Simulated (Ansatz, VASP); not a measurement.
# One calculation of TaN, two programs

POSCAR

```
TaN
1.0
    0.0000000000      2.2321080172      2.2321080172
    2.2321080172      0.0000000000      2.2321080172
    2.2321080172      2.2321080172      0.0000000000
Ta N
1 1
Direct
    0.0000000000      0.0000000000      0.0000000000
    0.5000000000      0.5000000000      0.5000000000
```

INCAR.step1

```
ALGO = Normal
EDIFF = 1E-5
ENCUT = 660
GGA = PE
GGA_COMPAT = F
ISMEAR = 0
LASPH = T
LCHARG = F
LREAL = F
LWAVE = T
NBANDS = 16
NELM = 120
PREC = Accurate
SIGMA = 0.1
```

INCAR.step2

```
ALGO = Normal
EDIFF = 1E-6
ENCUT = 660
GGA_COMPAT = F
ISIF = 2
ISMEAR = 0
ISTART = 1
LASPH = T
LCHARG = F
LMIXTAU = T
LREAL = F
LWAVE = F
METAGGA = R2SCAN
NBANDS = 16
NELM = 120
PREC = Accurate
SIGMA = 0.1
```

Contents of KPOINTS:

```
k-points
0
Gamma
  8 8 8
```

Input for Ansatz:

```yaml
crystal:
  lattice:
    - [0.0, 2.2321080172, 2.2321080172]
    - [2.2321080172, 0.0, 2.2321080172]
    - [2.2321080172, 2.2321080172, 0.0]
  atoms:
    - { symbol: Ta, position: [0.0, 0.0, 0.0] }
    - { symbol: "N", position: [0.5, 0.5, 0.5] }
basis:
  ecutwfc: 500
kpoints:
  mp_grid: { grid: [8, 8, 8] }
hamiltonian:
  xc: r2scan
scf:
  occupations: { method: gaussian, width: 0.1 }
output:
  forces: true
  stress: true
  eigenvalues: true
```

Alike in both runs: task single point; functional r2SCAN; k mesh 8 × 8 × 8; occupations gaussian, width 0.1 eV; no spin polarisation.

|  | VASP | Ansatz |
| --- | --- | --- |
| version | VASP 6.6.1 | Ansatz 0.2.0 |
| potentials or method | VASP PAW PBE potentials, release 64 (Ta_sv_GW, N), cutoff 660 eV | scalar-relativistic, plane waves, PAW |
| valence electrons in the cell | 18 | 18 |

Ansatz gave:

* gap on the k mesh at the Fermi level (eV): none
* pressure (GPa): -14.4

Question: Estimate VASP's values.

Answer: gap on the k mesh at the Fermi level (eV): none; pressure (GPa): -14.5.

VASP's potentials were made for PBE, not for r2SCAN. A gap of «none» marks a metal or a gap that the smearing closes.

Neither program's run includes spin-orbit coupling.
